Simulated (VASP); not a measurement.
# HfN (F-43m) in VASP: notebook

The runs below take HfN through relaxation of cell and atoms, with PBEsol.

Everything below comes from runs of VASP 6.6.1. Logs are shortened: lines on timing, memory, paths and dates and some standing lists are left out, and cuts for length are marked.

## (1) The cell of the first run

The structure is cubic, space group F-43m (No. 216). Conventional cell: a = 4.910 Å, b = 4.910 Å, c = 4.910 Å, α = 90.00°, β = 90.00°, γ = 90.00°. Within 2.8 Å of Hf (site symmetry -43m) lie 4 N at 2.13 Å. N (site symmetry -43m) has 4 Hf at 2.13 Å within 2.8 Å.

## (2) Relaxation of cell and atoms, PBEsol, target pressure 5 GPa, at which the enthalpy is minimised

Contents of INCAR:

```
ALGO = Normal
EDIFF = 1E-7
EDIFFG = -0.01
ENCUT = 600
GGA = PS
GGA_COMPAT = False
IBRION = 2
ISIF = 3
ISMEAR = -1
LASPH = True
LCHARG = False
LREAL = False
LWAVE = False
NELM = 120
NELMIN = 4
NSW = 80
PREC = Accurate
PSTRESS = 50.0
SIGMA = 0.1
```

Contents of KPOINTS:

```
k-points
0
Gamma
  6 6 6
```

Contents of POSCAR:

```
HfN
1.0
    0.0000000000      2.4550000000      2.4550000000
    2.4550000000      0.0000000000      2.4550000000
    2.4550000000      2.4550000000      0.0000000000
Hf N
1 1
Direct
    0.0000000000      0.0000000000      0.0000000000
    0.2500000000      0.2500000000      0.2500000000
```

Potentials or basis: VASP PAW PBE potentials, release 64 (Hf_pv, N).

Run with:

```sh
> cat potpaw_PBE.64/Hf_pv/POTCAR potpaw_PBE.64/N/POTCAR > POTCAR
> mpirun -np 1 vasp_std > vasp.out
```

OUTCAR:

```text
EDIFF = 1E-7
   EDIFFG = -0.01
   ENCUT = 600
   GGA = PS
   IBRION = 2
   ISIF = 3
   ISMEAR = -1
   LASPH = True
   LREAL = False
   NELM = 120
   NELMIN = 4
   NSW = 80
   PREC = Accurate
   PSTRESS = 50.0

 ion  position               nearest neighbor table
   1  0.000  0.000  0.000-   2 2.13   2 2.13   2 2.13   2 2.13
   2  0.250  0.250  0.250-   1 2.13   1 2.13   1 2.13   1 2.13

  LATTYP: Found a face centered cubic cell.
 ALAT       =     4.9100000000

  Lattice vectors:

 A1 = (   0.0000000000,   2.4550000000,   2.4550000000)
 A2 = (   2.4550000000,   0.0000000000,   2.4550000000)
 A3 = (   2.4550000000,   2.4550000000,   0.0000000000)

Analysis of symmetry for initial positions (statically):
=====================================================================
 Subroutine PRICEL returns:
 Original cell was already a primitive cell.

 Routine SETGRP: Setting up the symmetry group for a
 face centered cubic supercell.

 Subroutine GETGRP returns: Found 24 space group operations
 (whereof 24 operations were pure point group operations)
 out of a pool of 48 trial point group operations.

The static configuration has the point symmetry T_d .

Analysis of symmetry for dynamics (positions and initial velocities):
=====================================================================
 Subroutine PRICEL returns:
 Original cell was already a primitive cell.

 Routine SETGRP: Setting up the symmetry group for a
 face centered cubic supercell.

 Subroutine GETGRP returns: Found 24 space group operations
 (whereof 24 operations were pure point group operations)
 out of a pool of 48 trial point group operations.

The dynamic configuration has the point symmetry T_d .

 Subroutine INISYM returns: Found 24 space group operations
 (whereof 24 operations are pure point group operations),
 and found     1 'primitive' translations

----------------------------------------------------------------------------------------

                                     Primitive cell

  volume of cell :      29.5927

  direct lattice vectors                    reciprocal lattice vectors
     0.000000000  2.455000000  2.455000000    -0.203665988  0.203665988  0.203665988
     2.455000000  0.000000000  2.455000000     0.203665988 -0.203665988  0.203665988
     2.455000000  2.455000000  0.000000000     0.203665988  0.203665988 -0.203665988

  length of vectors
     3.471894296  3.471894296  3.471894296     0.352759839  0.352759839  0.352759839

  position of ions in fractional coordinates (direct lattice)
     0.000000000  0.000000000  0.000000000
     0.250000000  0.250000000  0.250000000

  ion indices of the primitive-cell ions
   primitive index   ion index
                 1           1
                 2           2

----------------------------------------------------------------------------------------

 KPOINTS: k-points

Automatic generation of k-mesh.
 Grid dimensions read from file:
 generate k-points for:    6    6    6

 Generating k-lattice:

  Cartesian coordinates                     Fractional coordinates (reciprocal lattice)
    -0.033944331  0.033944331  0.033944331     0.166666667  0.000000000  0.000000000
     0.033944331 -0.033944331  0.033944331     0.000000000  0.166666667  0.000000000
     0.033944331  0.033944331 -0.033944331     0.000000000  0.000000000  0.166666667

  Length of vectors
     0.058793306  0.058793306  0.058793306

  Shift w.r.t. Gamma in fractional coordinates (k-lattice)
     0.000000000  0.000000000  0.000000000

 Subroutine IBZKPT returns following result:
 ===========================================

 Found     16 irreducible k-points:

 Following reciprocal coordinates:
            Coordinates               Weight
  0.000000  0.000000  0.000000      1.000000
  0.166667  0.000000  0.000000      8.000000
  0.333333  0.000000  0.000000      8.000000
  0.500000  0.000000  0.000000      4.000000
  0.166667  0.166667  0.000000      6.000000
  0.333333  0.166667  0.000000     24.000000
[... 8 lines left out ...]
 -0.333333  0.333333  0.166667     24.000000
 -0.333333  0.500000  0.166667     12.000000
   k-points           NKPTS =     16   k-points in BZ     NKDIM =     16   number of bands    NBANDS=     11
   number of dos      NEDOS =    301   number of ions     NIONS =      2
   total plane-waves  NPLWV =  21952
   dimension x,y,z NGX =    28 NGY =   28 NGZ =   28
   dimension x,y,z NGXF=    56 NGYF=   56 NGZF=   56
   ions per type =               1   1
   NGX,Y,Z   is equivalent  to a cutoff of  13.41, 13.41, 13.41 a.u.
   NGXF,Y,Z  is equivalent  to a cutoff of  26.81, 26.81, 26.81 a.u.
 SYSTEM =  unknown system
   PREC   = accura    normal or accurate (medium, high low for compatibility)
   ISTART =      0    job   : 0-new  1-cont  2-samecut
   ICHARG =      2    charge: 1-file 2-atom 10-const
   ISPIN  =      1    spin polarized calculation?
   LNONCOLLINEAR =      F non collinear calculations
   LSORBIT =      F    spin-orbit coupling
   LASPH  =      T    aspherical Exc in radial PAW
   ENCUT  =  600.0 eV  44.10 Ry    6.64 a.u.   6.93  6.93  6.93*2*pi/ulx,y,z
   NELM   =    120;   NELMIN=  4; NELMDL= -5     # of ELM steps
   EDIFF  = 0.1E-06   stopping-criterion for ELM
   LREAL  =      F    real-space projection
   EDIFFG = -.1E-01   stopping-criterion for IOM
   NSW    =     80    number of steps for IOM
   IBRION =      2    ionic relax: 0-MD 1-quasi-New 2-CG
   NFREE  =      1    steps in history (QN), initial steepest desc. (CG)
   ISIF   =      3    stress and relaxation
   ISYM   =      2    0-nonsym 1-usesym 2-fastsym
   POTIM  = 0.5000    time-step for ionic-motion
   TEBEG  =    0.0;   TEEND  =   0.0 temperature during run
   PSTRESS=   50.0 pullay stress
   NELECT =      15.0000    total number of electrons
   NUPDOWN=      -1.0000    fix difference up-down
   EMIN   =  10.00;   EMAX   =-10.00  energy-range for DOS
   EFERMI =   0.00;   METHOD = LEGACY
   ISMEAR =    -1;   SIGMA  =   0.10  broadening in eV -4-tet -1-fermi 0-gaus
   EFERMI_NEDOS =   21; number of points for ismear=-14 and -15
   IALGO  =     38    algorithm
   IMIX   =      4    mixing-type and parameters
     AMIX     =   0.40;   BMIX     =  1.00
     AMIX_MAG =   1.60;   BMIX_MAG =  1.00
  volume/ion in A,a.u.               =      14.80        99.85
  Fermi-wavevector in a.u.,A,eV,Ry     =   1.305300  2.466660 23.181725  1.703809
  Thomas-Fermi vector in A             =   2.436179
   LORBIT       =      0    0 simple, 1 ext, 2 COOP (PROOUT), +10 PAW based schemes
   GGA     = PS    functional components
   LHFCALC =     F    Hartree Fock is set to
   AEXX    =    0.0000 exact exchange contribution
   IVDW    =     0    specifies the selected vdW correction
   LEPSILON=     F    determine dielectric tensor
   LRPA    =     F    only Hartree local field effects (RPA)
 conjugate gradient relaxation of ions
 non-spin polarized calculation
  energy-cutoff  :      600.00
  volume of cell :       29.59
 maximum number of plane-waves:      1002
   NGX = 13   NGY = 13   NGZ = 13

--------------------------------------- Ionic step        1  -------------------------------------------

 number of electron      15.0000001 magnetization

 Free energy of the ion-electron system (eV)
  ---------------------------------------------------
  ext. energy  EPLUGINS =         0.00000000
  ---------------------------------------------------
  free energy    TOTEN  =       -22.26783707 eV

  energy without entropy =      -22.24784689  energy(sigma->0) =      -22.25784198

------------------------ aborting loop because EDIFF is reached ----------------------------------------

  FORCE on cell =-STRESS in cart. coord.  units (eV):
  Direction    XX          YY          ZZ          XY          YZ          ZX
  --------------------------------------------------------------------------------------
  -------------------------------------------------------------------------------------
  Total       -1.1351315     -1.1351315     -1.1351315      0.0000000      0.0000000      0.0000000
  in kB      -61.4571322    -61.4571322    -61.4571322      0.0000000      0.0000000      0.0000000
  external PRESSURE =    -111.4571322 kB  Pullay stress =      50.0000000 kB

 VOLUME and BASIS-vectors are now :
 -----------------------------------------------------------------------------
  energy-cutoff  :      600.00
  volume of cell :       29.59
      direct lattice vectors                 reciprocal lattice vectors
     0.000000000  2.455000000  2.455000000    -0.203665988  0.203665988  0.203665988
     2.455000000  0.000000000  2.455000000     0.203665988 -0.203665988  0.203665988
     2.455000000  2.455000000  0.000000000     0.203665988  0.203665988 -0.203665988
[... 84 lines left out ...]
  FREE ENERGIE OF THE ION-ELECTRON SYSTEM (eV)
  ---------------------------------------------------
  free  energy   TOTEN  =       -22.2773397433 eV

  energy  without entropy=      -22.2582170594  energy(sigma->0) =      -22.26777840

  enthalpy is  TOTEN    =       -21.4007254490 eV   P V=        0.8766142944

--------------------------------------- Ionic step        4  -------------------------------------------

 number of electron      15.0000002 magnetization

 Free energy of the ion-electron system (eV)
  ---------------------------------------------------
  ext. energy  EPLUGINS =         0.00000000
  ---------------------------------------------------
  free energy    TOTEN  =       -22.27609042 eV

  energy without entropy =      -22.25698284  energy(sigma->0) =      -22.26653663

 E-fermi :   6.1202     XC(G=0): -11.6529

 val. band max:        5.8933583311   @ k =   0.5000   0.3333   0.1667
 cond. band min:       6.2901777097   @ k =   0.3333   0.1667   0.0000
 fundamental gap:      0.3968193785
 Fermi energy:         6.1201686590

 k-point     1 :       0.0000    0.0000    0.0000
  band No.  band energies     occupation
      1     -24.8444      2.00000
      2     -24.8444      2.00000
      3     -24.8444      2.00000
      4     -10.3597      2.00000
      5       0.3093      2.00000
      6       0.3093      2.00000
      7       0.3093      2.00000
      8       5.4144      1.99828
      9       8.3489      0.00000
     10       8.3489      0.00000
     11      12.9521      0.00000

 k-point     2 :       0.1667    0.0000    0.0000
  band No.  band energies     occupation
      1     -24.9992      2.00000
      2     -24.8640      2.00000
      3     -24.8640      2.00000
      4     -10.0140      2.00000
      5      -0.1290      2.00000
      6       0.5089      2.00000
      7       0.5089      2.00000
      8       6.7127      0.00533
      9       7.9847      0.00000
     10       7.9847      0.00000
     11      12.3273      0.00000
[... 216 lines left out ...]
 POSITION                                       TOTAL-FORCE (eV/Angst)
 -----------------------------------------------------------------------------------
      2.41152      4.82304      2.41152        -0.000000     -0.000000     -0.000000
      1.20576      1.20576      1.20576         0.000000      0.000000      0.000000
 -----------------------------------------------------------------------------------
    total drift:                               -0.000000     -0.000000     -0.000000

  FREE ENERGIE OF THE ION-ELECTRON SYSTEM (eV)
  ---------------------------------------------------
  free  energy   TOTEN  =       -22.2760904223 eV

  energy  without entropy=      -22.2569828370  energy(sigma->0) =      -22.26653663

  enthalpy is  TOTEN    =       -21.4007826601 eV   P V=        0.8753077622

 reached required accuracy - stopping structural energy minimisation
```

It took 19 s on 1 thread of AMD EPYC 7R13 (Zen 3), shared host; peak memory 0.14 GiB.

What came out:

* Free energy: -22.2761 eV
* Relaxed volume: 14.02 Å³/atom
* Relaxed cell: a = 3.410 Å, b = 3.410 Å, c = 3.410 Å, α = 60.00°, β = 60.00°, γ = 60.00°
* Space group after relaxing (to 0.1 Å): F-43m (No. 216)
* Energy change on relaxing (the run minimises the enthalpy): -4.1 meV/atom
* Ionic steps: 4
* Pressure after relaxing: 5.0 GPa
* Band gap on the k mesh: zero (an odd number of electrons rules out a gap without spin polarisation)

Step by step:
| step | energy change (eV) | largest force (eV/Å) | pressure (GPa) | volume (Å³) |
| --- | --- | --- | --- | --- |
| 1 | 0.0000 | 0.0000 | -6.15 | 29.59 |
| 2 | 0.2859 | 0.0000 | 32.85 | 25.40 |
| 3 | -0.0095 | 0.0000 | 4.61 | 28.09 |
| 4 | -0.0083 | 0.0000 | 4.96 | 28.05 |

Final structure:
```
CELL_PARAMETERS angstrom
0.00000 2.41152 2.41152
2.41152 0.00000 2.41152
2.41152 2.41152 0.00000
ATOMIC_POSITIONS crystal
Hf 0.00000 0.00000 0.00000
N 0.25000 0.25000 0.25000
```

Levels at points of the mesh, in eV from the Fermi level:
```csv
k point,band 3,band 4,band 5,band 6,band 7,band 8,band 9,band 10,band 11
"(0.00, 0.00, 0.00)",-30.96,-16.48,-5.81,-5.81,-5.81,-0.71,2.23,2.23,6.83
"(0.50, 0.00, 0.00)",-31.04,-15.26,-5.94,-5.18,-5.18,1.54,2.77,2.77,4.28
"(0.50, 0.50, 0.00)",-31.16,-14.84,-7.33,-3.76,-3.76,-1.27,2.20,4.19,4.86
```

Caveat: the k points lie up to 0.38 Å⁻¹ apart in the final cell, too coarse for converged energies and pressures of a metal; the cell is relaxed towards a set pressure, so the run minimises the enthalpy, not the energy; the PAW data sets were made with another functional, which shifts forces and pressure a little; spin-orbit coupling is left out, which moves the levels of the heavy elements.

## (3) Relaxation of cell and atoms, PBEsol, target pressure 10 GPa, at which the enthalpy is minimised

Contents of INCAR:

```
SYSTEM = HfN
ALGO     = Normal         ! electronic algorithm
EDIFF    = 1E-7           ! SCF threshold, eV
EDIFFG   = -0.01          ! ionic threshold
ENCUT    = 600            ! plane-wave cutoff, eV
GGA      = PS             ! functional
GGA_COMPAT= .FALSE.      
IBRION   = 2              ! ionic algorithm
ISIF     = 3              ! what is computed and relaxed
ISMEAR   = -1             ! smearing method
LASPH    = .TRUE.         ! aspherical terms in the spheres
LCHARG   = .FALSE.        ! write CHGCAR
LREAL    = .FALSE.        ! projectors in reciprocal space
LWAVE    = .FALSE.        ! write WAVECAR
NELM     = 120            ! most SCF steps
NELMIN   = 4            
NSW      = 80             ! ionic steps
PREC     = Accurate       ! precision mode
PSTRESS  = 100.0        
SIGMA    = 0.1            ! smearing width, eV
```

Contents of KPOINTS:

```
k-points
0
G
  6 6 6
  0 0 0
```

POSCAR is that of step 2.

Potentials or basis: VASP PAW PBE potentials, release 64 (Hf_pv, N).

Run with:

```sh
> cat potpaw_PBE.64/Hf_pv/POTCAR potpaw_PBE.64/N/POTCAR > POTCAR
> mpirun -np 1 vasp_std > vasp.out
```

Wall time 28 s (1 thread of AMD EPYC 7R13 (Zen 3), shared host); peak memory 0.14 GiB.

The run converged. Its results:

* Free energy: -22.2491 eV
* Relaxed volume: 13.73 Å³/atom
* Relaxed cell: a = 3.387 Å, b = 3.387 Å, c = 3.387 Å, α = 60.00°, β = 60.00°, γ = 60.00°
* Space group after relaxing (to 0.1 Å): F-43m (No. 216)
* Energy change on relaxing (the run minimises the enthalpy): +9.4 meV/atom
* Ionic steps: 7
* Pressure after relaxing: 10.0 GPa
* Band gap on the k mesh: zero (an odd number of electrons rules out a gap without spin polarisation)

The path:
```tsv
step	energy change (eV)	largest force (eV/Å)	pressure (GPa)	volume (Å³)
1	0.0000	0.0000	-6.15	29.59
2	0.7837	0.0000	60.03	23.65
3	0.0125	0.0000	9.06	27.57
4	0.0177	0.0000	9.85	27.48
5	0.0203	0.0000	10.23	27.44
6	0.0162	0.0000	9.62	27.51
7	0.0188	0.0000	10.01	27.47
```

Final structure:
```cif
data_structure
_symmetry_space_group_name_H-M 'P 1'
_symmetry_Int_Tables_number 1
_cell_length_a 3.3866
_cell_length_b 3.3866
_cell_length_c 3.3866
_cell_angle_alpha 60.000
_cell_angle_beta 60.000
_cell_angle_gamma 60.000
_cell_volume 27.47
loop_
_atom_site_label
_atom_site_type_symbol
_atom_site_fract_x
_atom_site_fract_y
_atom_site_fract_z
_atom_site_occupancy
Hf1 Hf 0.00000 0.00000 0.00000 1
N1 N 0.25000 0.25000 0.25000 1
```

Levels at points of the mesh, in eV from the Fermi level:
| k point | band 3 | band 4 | band 5 | band 6 | band 7 | band 8 | band 9 | band 10 | band 11 |
| --- | --- | --- | --- | --- | --- | --- | --- | --- | --- |
| (0.00, 0.00, 0.00) | -30.89 | -16.58 | -5.91 | -5.91 | -5.91 | -0.65 | 2.28 | 2.28 | 6.97 |
| (0.50, 0.00, 0.00) | -30.97 | -15.32 | -5.97 | -5.26 | -5.26 | 1.58 | 2.84 | 2.84 | 4.36 |
| (0.50, 0.50, 0.00) | -31.10 | -14.87 | -7.45 | -3.77 | -3.77 | -1.27 | 2.26 | 4.31 | 4.98 |

Caveat: the k points lie up to 0.38 Å⁻¹ apart in the final cell, too coarse for converged energies and pressures of a metal; the cell is relaxed towards a set pressure, so the run minimises the enthalpy, not the energy; the PAW data sets were made with another functional, which shifts forces and pressure a little; spin-orbit coupling is left out, which moves the levels of the heavy elements.

[end of part 1 of 2]
